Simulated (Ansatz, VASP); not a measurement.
## Al2O3: VASP beside Ansatz

Contents of INCAR:

```
PREC     = Accurate       # precision mode
ENCUT    = 520            # plane-wave cutoff, eV
EDIFF    = 1E-6           # SCF threshold, eV
ISMEAR   = 0              # smearing method
SIGMA    = 0.05           # smearing width, eV
LREAL    = False          # projectors in reciprocal space
LASPH    = True           # aspherical terms in the spheres
NELM     = 100            # most SCF steps
ALGO     = Normal         # electronic algorithm
ISIF     = 2              # what is computed and relaxed
LWAVE    = False          # write WAVECAR
LCHARG   = False          # write CHGCAR
GGA      = PS             # functional
NBANDS   = 35             # bands
```

File KPOINTS:

```
Automatic mesh
0
Gamma
  6 6 6
```

POSCAR

```
Al2O3
1.0
    2.3855887654      1.3773203159      4.1102104035
   -2.3855887654      1.3773203159      4.1102104035
    0.0000000000     -2.7546406317      4.1102104035
Al O
4 6
Direct
    0.8520350473      0.8520350473      0.8520350473
    0.6479649527      0.6479649527      0.6479649527
    0.1479649527      0.1479649527      0.1479649527
    0.3520350473      0.3520350473      0.3520350473
    0.0558571577      0.4441428423      0.7500000000
    0.7500000000      0.0558571577      0.4441428423
    0.4441428423      0.7500000000      0.0558571577
    0.9441428423      0.5558571577      0.2500000000
    0.2500000000      0.9441428423      0.5558571577
    0.5558571577      0.2500000000      0.9441428423
```

Input for Ansatz:

```yaml
crystal:
  lattice:
    - [2.3855887654, 1.3773203159, 4.1102104035]
    - [-2.3855887654, 1.3773203159, 4.1102104035]
    - [0.0, -2.7546406317, 4.1102104035]
  atoms:
    - { symbol: Al, position: [0.8520350473, 0.8520350473, 0.8520350473] }
    - { symbol: Al, position: [0.6479649527, 0.6479649527, 0.6479649527] }
    - { symbol: Al, position: [0.1479649527, 0.1479649527, 0.1479649527] }
    - { symbol: Al, position: [0.3520350473, 0.3520350473, 0.3520350473] }
    - { symbol: O, position: [0.0558571577, 0.4441428423, 0.75] }
    - { symbol: O, position: [0.75, 0.0558571577, 0.4441428423] }
    - { symbol: O, position: [0.4441428423, 0.75, 0.0558571577] }
    - { symbol: O, position: [0.9441428423, 0.5558571577, 0.25] }
    - { symbol: O, position: [0.25, 0.9441428423, 0.5558571577] }
    - { symbol: O, position: [0.5558571577, 0.25, 0.9441428423] }
basis:
  ecutwfc: 520.0
kpoints:
  mp_grid: { grid: [6, 6, 6] }
hamiltonian:
  xc: pbesol
  pseudopotentials: { kind: paw, azcp: { folder: soft_1 } }
scf:
  occupations: { method: gaussian, width: 0.05 }
output:
  forces: true
  stress: true
  eigenvalues: true
  write_density: true
  write_potential: true
  elf: true
  volumetric_format: npy
```

Alike in both runs: task single point; functional PBEsol; k mesh 6 × 6 × 6; occupations gaussian, width 0.05 eV; no spin polarisation.

|  | VASP | Ansatz |
| --- | --- | --- |
| version | VASP 6.6.1 | Ansatz 0.2.0 |
| potentials or method | VASP PAW PBE potentials, release 64 (Al, O), cutoff 520 eV | scalar-relativistic, plane waves, PAW |
| valence electrons in the cell | 48 | 48 |

|  | VASP | Ansatz | Ansatz less VASP |
| --- | --- | --- | --- |
| gap on the k mesh at the Fermi level (eV) | 6.23 | 6.22 | -0.007 |
| least direct gap on the mesh (eV) | 6.23 | 6.22 | -0.007 |
| pressure (GPa) | 14.6 | 14.3 | -0.31 |
| traceless stress, the component that is largest in VASP (GPa) | 14.45 | 14.46 | +0.010 |
| rms of the force components (eV/Å) | 0.191 | 0.185 | -0.0054 |

VASP's potentials were made for PBE, not for PBEsol, and Ansatz warns of the same on its side. Atom by atom the forces differ by 0.006 eV/Å (rms over components).
